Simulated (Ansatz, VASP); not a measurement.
# BeCd2S2 in VASP and in Ansatz

```
Be Cd S
1.0
     3.71155    0.00000    0.00000
     0.00000    3.71155    0.00000
     0.00000    0.00000    7.04541
Be Cd S
1 2 2
Cartesian
  0.0000 0.0000 3.5227
  1.8558 1.8558 0.0000
  1.8558 1.8558 3.5227
  0.0000 0.0000 5.5034
  0.0000 0.0000 1.5420
```

Alike in both runs: functional PBE; k mesh 4 × 4 × 4; occupations gaussian, width 0.1 eV; no spin polarisation.

Ansatz relaxed the structure, and its values are those at the end. VASP's run is a single point on that final structure, the one shown.

```csv
,VASP,Ansatz
version,VASP 6.6.1,Ansatz 0.2.0
potentials or method,"VASP PAW PBE potentials, release 64 (Be, Cd, S), cutoff 600 eV","scalar-relativistic, plane waves, PAW"
valence electrons in the cell,38,54
```

```tsv
	VASP	Ansatz	Ansatz less VASP
gap on the k mesh at the Fermi level (eV)	none	none	-
pressure (GPa)	0.1	0.0	-0.11
rms of the force components (eV/Å)	0.005	0.001	-0.0036
```

A gap of «none» marks a metal or a gap that the smearing closes. With one functional, cell and mesh, what is left measures potentials, basis and numerics. VASP's potentials hold 38 valence electrons a cell and Ansatz's 54, so a difference there can come from the potentials and not from the codes.

The k mesh is coarse, so the values compare programs but aren't converged.
